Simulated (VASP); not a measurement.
# Bi2Te3 in VASP: a series of runs

The runs below take Bi2Te3 through single point, with LDA.

Program: VASP 6.6.1. These are calculated values, not measurements. Logs are shortened: lines on timing, memory, paths and dates and some standing lists are left out, and cuts for length are marked.

### 1 The cell of the first run

Symmetry: R3m, No. 160, trigonal system. Conventional cell: a = 4.417 Å, b = 4.417 Å, c = 30.735 Å, α = 90.00°, β = 90.00°, γ = 120.00°. Within 4.0 Å of Bi (site symmetry 3m) lie 3 Te at 3.05 Å and 3 Bi at 3.47 Å. Within 4.8 Å of Bi (site symmetry 3m) lie 9 Te at 3.31 to 4.77 Å and 9 Bi at 3.47 to 4.42 Å. Within 4.0 Å of Te (site symmetry 3m) lie 6 Te at 3.07 to 3.49 Å. Te (site symmetry 3m) has 3 Bi at 3.05 Å and 3 Te at 3.49 Å within 4.0 Å. Within 4.0 Å of Te (site symmetry 3m) lie 3 Te at 3.07 Å and 3 Bi at 3.31 Å.

### 2 Single point, LDA (zz strain of +3 %)

INCAR

```
PREC = Accurate
ENCUT = 520
EDIFF = 1E-7
ISMEAR = -1
SIGMA = 0.08
LREAL = F
LASPH = T
NELM = 60
ALGO = Normal
ISIF = 2
LWAVE = F
LCHARG = F
NBANDS = 32
```

KPOINTS

```
Automatic mesh
0
Gamma
  8 8 8
```

POSCAR

```
Bi2Te3
1.0
    2.2085012539      1.2750787934     10.2450701000
   -2.2085012539      1.2750787934     10.2450701000
    0.0000000000     -2.5501575869     10.2450701000
Bi Te
2 3
Direct
    0.8120000000      0.8120000000      0.8120000000
    0.4020000000      0.4020000000      0.4020000000
    0.6110000000      0.6110000000      0.6110000000
    0.2000000000      0.2000000000      0.2000000000
    0.0000000000      0.0000000000      0.0000000000
```

Potentials or basis: VASP PAW LDA potentials, release 64 (Bi_d, Te).

Command:

```sh
$ cat potpaw_LDA.64/Bi_d/POTCAR potpaw_LDA.64/Te/POTCAR > POTCAR
$ mpirun -np 1 vasp_std > vasp.out
```

OUTCAR:

```text
PREC = Accurate
   ENCUT = 520
   EDIFF = 1E-7
   ISMEAR = -1
   LREAL = F
   LASPH = T
   NELM = 60
   ISIF = 2

 ion  position               nearest neighbor table
   1  0.812  0.812  0.812-   4 3.05   4 3.05   4 3.05   2 3.47   2 3.47   2 3.47
   2  0.402  0.402  0.402-   5 3.31   5 3.31   5 3.31   1 3.47   1 3.47   1 3.47
   3  0.611  0.611  0.611-   5 3.07   5 3.07   5 3.07   4 3.49   4 3.49   4 3.49
   4  0.200  0.200  0.200-   1 3.05   1 3.05   1 3.05   3 3.49   3 3.49   3 3.49
   5  0.000  0.000  0.000-   3 3.07   3 3.07   3 3.07   2 3.31   2 3.31   2 3.31

  LATTYP: Found a trigonal (rhomboedric) cell.
 ALAT       =    10.5576874869
 COS(alpha) =     0.9124839534

  Lattice vectors:

 A1 = (   2.2085012539,   1.2750787934,  10.2450701000)
 A2 = (  -2.2085012539,   1.2750787934,  10.2450701000)
 A3 = (   0.0000000000,  -2.5501575869,  10.2450701000)

Analysis of symmetry for initial positions (statically):
=====================================================================
 Subroutine PRICEL returns:
 Original cell was already a primitive cell.

 Routine SETGRP: Setting up the symmetry group for a
 trigonal (rhombohedral) supercell.

 Subroutine GETGRP returns: Found  6 space group operations
 (whereof  6 operations were pure point group operations)
 out of a pool of 12 trial point group operations.

The static configuration has the point symmetry C_3v.

Analysis of symmetry for dynamics (positions and initial velocities):
=====================================================================
 Subroutine PRICEL returns:
 Original cell was already a primitive cell.

 Routine SETGRP: Setting up the symmetry group for a
 trigonal (rhombohedral) supercell.

 Subroutine GETGRP returns: Found  6 space group operations
 (whereof  6 operations were pure point group operations)
 out of a pool of 12 trial point group operations.

The dynamic configuration has the point symmetry C_3v.

 Subroutine INISYM returns: Found  6 space group operations
 (whereof  6 operations are pure point group operations),
 and found     1 'primitive' translations

----------------------------------------------------------------------------------------

                                     Primitive cell

  volume of cell :     173.1015

  direct lattice vectors                    reciprocal lattice vectors
     2.208501254  1.275078793 10.245070100     0.226397879  0.130710876  0.032535974
    -2.208501254  1.275078793 10.245070100    -0.226397879  0.130710876  0.032535974
     0.000000000 -2.550157587 10.245070100     0.000000000 -0.261421753  0.032535974

  length of vectors
    10.557687487 10.557687487 10.557687487     0.263438650  0.263438650  0.263438650

  position of ions in fractional coordinates (direct lattice)
     0.812000000  0.812000000  0.812000000
     0.402000000  0.402000000  0.402000000
     0.611000000  0.611000000  0.611000000
     0.200000000  0.200000000  0.200000000
     0.000000000  0.000000000  0.000000000

  ion indices of the primitive-cell ions
   primitive index   ion index
                 1           1
                 2           2
                 3           3
                 4           4
                 5           5

----------------------------------------------------------------------------------------

 KPOINTS: Automatic mesh

Automatic generation of k-mesh.
 Grid dimensions read from file:
 generate k-points for:    8    8    8

 Generating k-lattice:

  Cartesian coordinates                     Fractional coordinates (reciprocal lattice)
     0.028299735  0.016338860  0.004066997     0.125000000  0.000000000 -0.000000000
    -0.028299735  0.016338860  0.004066997     0.000000000  0.125000000 -0.000000000
     0.000000000 -0.032677719  0.004066997    -0.000000000 -0.000000000  0.125000000

  Length of vectors
     0.032929831  0.032929831  0.032929831

  Shift w.r.t. Gamma in fractional coordinates (k-lattice)
     0.000000000  0.000000000  0.000000000

 Subroutine IBZKPT returns following result:
 ===========================================

 Found     65 irreducible k-points:

 Following reciprocal coordinates:
            Coordinates               Weight
  0.000000  0.000000  0.000000      1.000000
  0.125000  0.000000  0.000000      6.000000
  0.250000  0.000000  0.000000      6.000000
  0.375000  0.000000  0.000000      6.000000
  0.500000  0.000000  0.000000      3.000000
  0.125000  0.125000  0.000000      6.000000
[... 16 lines left out ...]
  0.250000  0.125000  0.125000      6.000000
  0.375000  0.125000  0.125000      6.000000
 [... further k-points ...]
   k-points           NKPTS =     65   k-points in BZ     NKDIM =     65   number of bands    NBANDS=     32
   number of dos      NEDOS =    301   number of ions     NIONS =      5
   total plane-waves  NPLWV = 512000
   dimension x,y,z NGX =    80 NGY =   80 NGZ =   80
   dimension x,y,z NGXF=   160 NGYF=  160 NGZF=  160
   ions per type =               2   3
   NGX,Y,Z   is equivalent  to a cutoff of  12.60, 12.60, 12.60 a.u.
   NGXF,Y,Z  is equivalent  to a cutoff of  25.19, 25.19, 25.19 a.u.
 SYSTEM =  unknown system
   PREC   = accura    normal or accurate (medium, high low for compatibility)
   ISTART =      0    job   : 0-new  1-cont  2-samecut
   ICHARG =      2    charge: 1-file 2-atom 10-const
   ISPIN  =      1    spin polarized calculation?
   LNONCOLLINEAR =      F non collinear calculations
   LSORBIT =      F    spin-orbit coupling
   LASPH  =      T    aspherical Exc in radial PAW
   ENCUT  =  520.0 eV  38.22 Ry    6.18 a.u.  19.63 19.63 19.63*2*pi/ulx,y,z
   NELM   =     60;   NELMIN=  2; NELMDL= -5     # of ELM steps
   EDIFF  = 0.1E-06   stopping-criterion for ELM
   LREAL  =      F    real-space projection
   EDIFFG = 0.1E-05   stopping-criterion for IOM
   NSW    =      0    number of steps for IOM
   IBRION =     -1    ionic relax: 0-MD 1-quasi-New 2-CG
   NFREE  =      0    steps in history (QN), initial steepest desc. (CG)
   ISIF   =      2    stress and relaxation
   ISYM   =      2    0-nonsym 1-usesym 2-fastsym
   POTIM  = 0.5000    time-step for ionic-motion
   TEBEG  =    0.0;   TEEND  =   0.0 temperature during run
   PSTRESS=    0.0 pullay stress
   NELECT =      48.0000    total number of electrons
   NUPDOWN=      -1.0000    fix difference up-down
   EMIN   =  10.00;   EMAX   =-10.00  energy-range for DOS
   EFERMI =   0.00;   METHOD = LEGACY
   ISMEAR =    -1;   SIGMA  =   0.08  broadening in eV -4-tet -1-fermi 0-gaus
   EFERMI_NEDOS =   21; number of points for ismear=-14 and -15
   IALGO  =     38    algorithm
   IMIX   =      4    mixing-type and parameters
     AMIX     =   0.40;   BMIX     =  1.00
     AMIX_MAG =   1.60;   BMIX_MAG =  1.00
  volume/ion in A,a.u.               =      34.62       233.63
  Fermi-wavevector in a.u.,A,eV,Ry     =   1.067550  2.017377 15.506061  1.139663
  Thomas-Fermi vector in A             =   2.203170
   LORBIT       =      0    0 simple, 1 ext, 2 COOP (PROOUT), +10 PAW based schemes
   GGA     = CA    functional components
   LHFCALC =     F    Hartree Fock is set to
   AEXX    =    0.0000 exact exchange contribution
   IVDW    =     0    specifies the selected vdW correction
   LEPSILON=     F    determine dielectric tensor
   LRPA    =     F    only Hartree local field effects (RPA)
 non-spin polarized calculation
  energy-cutoff  :      520.00
  volume of cell :      173.10
 maximum number of plane-waves:      4719
 NGX is ok and might be reduce to    80
   NGX = 39   NGY = 39   NGZ = 39

 number of electron      48.0000000 magnetization

 Free energy of the ion-electron system (eV)
  ---------------------------------------------------
  ext. energy  EPLUGINS =         0.00000000
  ---------------------------------------------------
  free energy    TOTEN  =       -20.15064789 eV

  energy without entropy =      -20.11372390  energy(sigma->0) =      -20.13218589

 E-fermi :   5.9067     XC(G=0):  -9.5123

 val. band max:        5.8982207265   @ k =   0.3750   0.3750   0.2500
 cond. band min:       5.9141819940   @ k =  -0.1250   0.1250   0.0000
 fundamental gap:      0.0159612675
 Fermi energy:         5.9066768038

 k-point     1 :       0.0000    0.0000    0.0000
  band No.  band energies     occupation
      1     -17.1650      2.00000
      2     -17.1650      2.00000
      3     -17.1394      2.00000
      4     -17.1394      2.00000
      5     -17.1349      2.00000
      6     -16.5817      2.00000
[... 24 lines left out ...]
     31      10.5040      0.00000
     32      10.7945      0.00000

 k-point     2 :       0.1250    0.0000    0.0000
  band No.  band energies     occupation
      1     -17.1656      2.00000
      2     -17.1634      2.00000
      3     -17.1400      2.00000
      4     -17.1391      2.00000
      5     -17.1338      2.00000
      6     -16.5819      2.00000
[... 24 lines left out ...]
     31      10.1748      0.00000
     32      10.6909      0.00000

 k-point     3 :       0.2500    0.0000    0.0000
  band No.  band energies     occupation
      1     -17.1673      2.00000
      2     -17.1602      2.00000
      3     -17.1415      2.00000
      4     -17.1380      2.00000
      5     -17.1310      2.00000
      6     -16.5855      2.00000
[... 24 lines left out ...]
     31       9.5798      0.00000
     32      11.2149      0.00000

 k-point     4 :       0.3750    0.0000    0.0000
  band No.  band energies     occupation
      1     -17.1692      2.00000
      2     -17.1577      2.00000
      3     -17.1429      2.00000
      4     -17.1363      2.00000
      5     -17.1279      2.00000
      6     -16.5894      2.00000
[... 24 lines left out ...]
     31       9.5463      0.00000
     32      10.3335      0.00000

 k-point     5 :       0.5000    0.0000    0.0000
  band No.  band energies     occupation
      1     -17.1701      2.00000
      2     -17.1568      2.00000
      3     -17.1435      2.00000
      4     -17.1353      2.00000
      5     -17.1267      2.00000
      6     -16.5911      2.00000
[... 584 lines left out ...]
     31      10.3059      0.00000
     32      11.2616      0.00000

 k-point    22 :       0.1250    0.1250    0.1250
  band No.  band energies     occupation
      1     -17.1650      2.00000
      2     -17.1650      2.00000
      3     -17.1394      2.00000
      4     -17.1394      2.00000
      5     -17.1349      2.00000
      6     -16.5817      2.00000
[... 24 lines left out ...]
     31      10.4970      0.00000
     32      10.8384      0.00000

 k-point    23 :       0.2500    0.1250    0.1250
  band No.  band energies     occupation
      1     -17.1656      2.00000
      2     -17.1634      2.00000
      3     -17.1400      2.00000
      4     -17.1391      2.00000
      5     -17.1338      2.00000
      6     -16.5819      2.00000
[... 24 lines left out ...]
     31      10.1779      0.00000
     32      10.7772      0.00000

 k-point    24 :       0.3750    0.1250    0.1250
  band No.  band energies     occupation
      1     -17.1673      2.00000
      2     -17.1602      2.00000
      3     -17.1415      2.00000
      4     -17.1380      2.00000
      5     -17.1310      2.00000
      6     -16.5855      2.00000
[... 24 lines left out ...]
     31       9.6973      0.00000
     32      10.8978      0.00000

 [... further k-points ...]

------------------------ aborting loop because EDIFF is reached ----------------------------------------

  FORCE on cell =-STRESS in cart. coord.  units (eV):
  Direction    XX          YY          ZZ          XY          YZ          ZX
  --------------------------------------------------------------------------------------
  -------------------------------------------------------------------------------------
  Total       -2.7228176     -2.7228176     -4.7050605      0.0000000      0.0000000     -0.0000000
  in kB      -25.2016092    -25.2016092    -43.5486744      0.0000000      0.0000000     -0.0000000
  external PRESSURE =     -31.3172976 kB  Pullay stress =       0.0000000 kB

 VOLUME and BASIS-vectors are now :
 -----------------------------------------------------------------------------
  energy-cutoff  :      520.00
  volume of cell :      173.10
      direct lattice vectors                 reciprocal lattice vectors
     2.208501254  1.275078793 10.245070100     0.226397879  0.130710876  0.032535974
    -2.208501254  1.275078793 10.245070100    -0.226397879  0.130710876  0.032535974
     0.000000000 -2.550157587 10.245070100     0.000000000 -0.261421753  0.032535974

 POSITION                                       TOTAL-FORCE (eV/Angst)
 -----------------------------------------------------------------------------------
      0.00000     -0.00000     24.95699         0.000000      0.000000     -0.604413
      0.00000     -0.00000     12.35555         0.000000      0.000000     -0.512351
      0.00000     -0.00000     18.77921         0.000000      0.000000     -0.482782
      0.00000     -0.00000      6.14704         0.000000     -0.000000      0.484907
      0.00000      0.00000      0.00000         0.000000     -0.000000      1.114639
 -----------------------------------------------------------------------------------
    total drift:                               -0.000000     -0.000000     -0.000601

  FREE ENERGIE OF THE ION-ELECTRON SYSTEM (eV)
  ---------------------------------------------------
  free  energy   TOTEN  =       -20.1506478854 eV

  energy  without entropy=      -20.1137239025  energy(sigma->0) =      -20.13218589
```

It took 27 min on 1 thread of Intel Xeon Platinum 8488C (Sapphire Rapids), shared host; peak memory 0.78 GiB.

What came out:

| Property | Result |
| --- | --- |
| Free energy | -20.1506 eV |
| Pressure | -3.1 GPa |
| Largest force | 1.115 eV/Å |
| Band gap on the k mesh | zero (bands 24 and 25 overlap by 0.17 eV) |

Forces in eV/Å, atoms in the order of the input:
```
Bi   0.000  0.000 -0.604
Bi   0.000  0.000 -0.512
Te   0.000  0.000 -0.483
Te   0.000  0.000  0.485
Te   0.000  0.000  1.115
```

Stress tensor (GPa, compression positive):
```
-2.52  0.00  0.00
 0.00 -2.52  0.00
 0.00  0.00 -4.35
```

Levels at points of the mesh, in eV from the Fermi level:
| k point | band 21 | band 22 | band 23 | band 24 | band 25 | band 26 | band 27 | band 28 |
| --- | --- | --- | --- | --- | --- | --- | --- | --- |
| (0.00, 0.00, 0.00) | -1.95 | -0.43 | -0.35 | -0.35 | -0.04 | 0.38 | 0.38 | 2.04 |
| (0.50, 0.00, 0.00) | -3.05 | -2.20 | -0.27 | -0.27 | -0.16 | 0.46 | 2.24 | 2.62 |
| (0.50, 0.50, 0.00) | -2.28 | -1.79 | -0.96 | -0.64 | 0.19 | 1.10 | 1.63 | 2.36 |
| (0.50, 0.50, 0.50) | -1.76 | -0.91 | -0.56 | -0.56 | 0.46 | 0.87 | 0.87 | 1.64 |

Caveat: the cell differs from its parent crystal (zz strain of +3 %); the cell stands under tension; spin-orbit coupling is left out, which moves the levels of the heavy elements; forces of over 1 eV/Å act on the atoms, so gaps and moduli don't describe the material at rest.

### 3 Single point, LDA (equal xy, yz and zx shear strains of +1 %)

INCAR

```
  PREC = Accurate
  ENCUT = 520
  EDIFF = 1E-7
  ISMEAR = -1
  SIGMA = 0.08
  LREAL = False
  LASPH = True
  NELM = 80
  ALGO = Normal
  ISIF = 2
  LWAVE = False
  LCHARG = True
  LVHAR = True
  NBANDS = 32
  KPAR = 4
```

KPOINTS

```
regular mesh
0
Gamma
  8 8 8
```

POSCAR: that of step 2 with these lines changed.

```diff
@@ -2,5 +2,5 @@
 1.0
-    2.2085012539      1.2750787934     10.2450701000
-   -2.2085012539      1.2750787934     10.2450701000
-    0.0000000000     -2.5501575869     10.2450701000
+    2.2646099979      1.3358546497      9.9640879002
+   -2.1523925099      1.3137696371      9.9420028877
+    0.0369825621     -2.5004242369      9.9339192121
 Bi Te
```

Potentials or basis: VASP PAW LDA potentials, release 64 (Bi_d, Te).

Command:

```sh
$ cat potpaw_LDA.64/Bi_d/POTCAR potpaw_LDA.64/Te/POTCAR > POTCAR
$ mpirun -np 4 vasp_std > vasp.out
```

It took 53 min on 4 MPI ranks of Oxide Virtual Turin-like, shared host; peak memory 1.5 GiB.

It converged, with:

| Property | Result |
| --- | --- |
| Free energy | -20.2563 eV |
| Pressure | -1.8 GPa |
| Largest force | 1.159 eV/Å |
| Band gap on the k mesh | zero (bands 24 and 25 overlap by 0.24 eV) |

Forces on the atoms (eV/Å):
```
Bi   0.021  0.050 -0.767
Bi  -0.013 -0.015 -0.434
Te   0.004  0.018 -0.642
Te  -0.024 -0.061  0.684
Te   0.012  0.008  1.159
```

Stress tensor (GPa, compression positive):
```
-1.25 -0.01 -0.17
-0.01 -1.61 -0.35
-0.17 -0.35 -2.55
```

Levels at points of the mesh, in eV from the Fermi level:
| k point | band 21 | band 22 | band 23 | band 24 | band 25 | band 26 | band 27 | band 28 |
| --- | --- | --- | --- | --- | --- | --- | --- | --- |
| (0.00, 0.00, 0.00) | -2.04 | -0.51 | -0.47 | -0.44 | -0.09 | 0.25 | 0.29 | 2.02 |
| (0.50, 0.00, 0.00) | -3.16 | -2.18 | -0.27 | -0.22 | -0.11 | 0.48 | 2.54 | 2.67 |
| (0.00, 0.50, 0.00) | -3.24 | -2.21 | -0.39 | -0.26 | -0.20 | 0.42 | 2.48 | 2.65 |
| (0.50, 0.50, 0.00) | -2.27 | -1.84 | -1.09 | -0.55 | 0.29 | 1.10 | 1.74 | 2.41 |
| (0.00, 0.00, 0.50) | -3.23 | -2.23 | -0.35 | -0.23 | -0.16 | 0.44 | 2.43 | 2.67 |
| (0.50, 0.00, 0.50) | -2.30 | -1.87 | -1.12 | -0.51 | 0.33 | 1.07 | 1.72 | 2.35 |
| (0.00, 0.50, 0.50) | -2.28 | -1.83 | -1.03 | -0.44 | 0.40 | 1.14 | 1.74 | 2.46 |
| (0.50, 0.50, 0.50) | -1.84 | -0.91 | -0.73 | -0.68 | 0.40 | 0.82 | 0.88 | 1.56 |

Caveat: the cell differs from its parent crystal (equal xy, yz and zx shear strains of +1 %); spin-orbit coupling is left out, which moves the levels of the heavy elements; forces of over 1 eV/Å act on the atoms, so gaps and moduli don't describe the material at rest.
